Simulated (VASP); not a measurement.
Input of a VASP 6.6.1 run:

File INCAR:

```
SYSTEM = ZnSe
PREC = Accurate
ENCUT = 500
EDIFF = 1E-6
ISMEAR = 0
SIGMA = 0.01
LREAL = .FALSE.
LASPH = .TRUE.
NELM = 120
ALGO = Normal
ISIF = 2
LWAVE = .FALSE.
LCHARG = .FALSE.
GGA = PE
NBANDS = 16
GGA_COMPAT = .FALSE.
```

File KPOINTS:

```
Automatic mesh
0
G
  8 8 8
  0 0 0
```

File POSCAR:

```
ZnSe
1.0
    0.0000000000      2.5285127901      2.5285127901
    2.5285127901      0.0000000000      2.5285127901
    2.5285127901      2.5285127901      0.0000000000
Zn Se
1 1
Direct
    0.0000000000      0.0000000000      0.0000000000
    0.7500000000      0.7500000000      0.7500000000
```

Potentials or basis: VASP PAW PBE potentials, release 64 (Zn, Se).

The run is started by

```console
$ cat potpaw_PBE.64/Zn/POTCAR potpaw_PBE.64/Se/POTCAR > POTCAR
$ mpirun -np 1 vasp_std > vasp.out
```

Estimate the pressure.

50.9 GPa.

Predict the band gap on the k mesh.

1.97 eV, indirect (least direct gap 2.83 eV).

A k mesh can miss the band edges. A hybrid or GW would open this gap; PBE tends to underestimate it.
